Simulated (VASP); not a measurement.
A run of VASP 6.6.1:

POSCAR

```
MgO
1.0
    0.0000000000      2.1055000000      2.1055000000
    2.1055000000      0.0000000000      2.1055000000
    2.1055000000      2.1055000000      0.0000000000
Mg O
1 1
Direct
    0.0000000000      0.0000000000      0.0000000000
    0.5000000000      0.5000000000      0.5000000000
```

The input INCAR.step1:

```
SYSTEM = MgO
PREC = Accurate
ENCUT = 500
EDIFF = 1E-8
ISMEAR = 0
SIGMA = 0.01
LREAL = .False.
LASPH = .True.
NELM = 60
ALGO = Normal
LWAVE = .True.
LCHARG = .False.
GGA = PE
```

File INCAR.step2:

```
SYSTEM = MgO
PREC = Accurate
ENCUT = 500
EDIFF = 1E-8
ISMEAR = 0
SIGMA = 0.01
LREAL = .False.
LASPH = .True.
NELM = 1
ALGO = Exact
LWAVE = .True.
LCHARG = .False.
GGA = PE
NBANDS = 34
LOPTICS = .True.
ISTART = 1
```

File INCAR.step3:

```
SYSTEM = MgO
PREC = Accurate
ENCUT = 500
EDIFF = 1E-8
ISMEAR = 0
SIGMA = 0.01
LREAL = .False.
LASPH = .True.
ALGO = EVGW0
LWAVE = .False.
LCHARG = .False.
GGA = PE
NELMGW = 1
NBANDS = 34
ENCUTGW = 100.0
NOMEGA = 48
PRECFOCK = Fast
ISTART = 1
NBANDSGW = 12
```

Contents of KPOINTS:

```
regular mesh
0
Gamma
  2 2 2
  0 0 0
```

Potentials or basis: VASP PAW PBE potentials, release 64 (Mg_GW, O_GW).

Run with:

```console
$ cat potpaw_PBE.64/Mg_GW/POTCAR potpaw_PBE.64/O_GW/POTCAR > POTCAR
$ cp INCAR.step1 INCAR
$ mpirun -np 1 vasp_std > vasp.out
$ cp INCAR.step2 INCAR
$ mpirun -np 1 vasp_std > vasp.out
$ cp INCAR.step3 INCAR
$ mpirun -np 1 vasp_std > vasp.out
```

Hardware: 1 thread of Intel(R) Xeon(R) 6975P-C (Granite Rapids) (shared host).

How long does it take, and how much memory?

It took 6.2 s on 1 thread of Intel(R) Xeon(R) 6975P-C (Granite Rapids) (shared host), peak memory 0.14 GiB. Counts: k points 3.
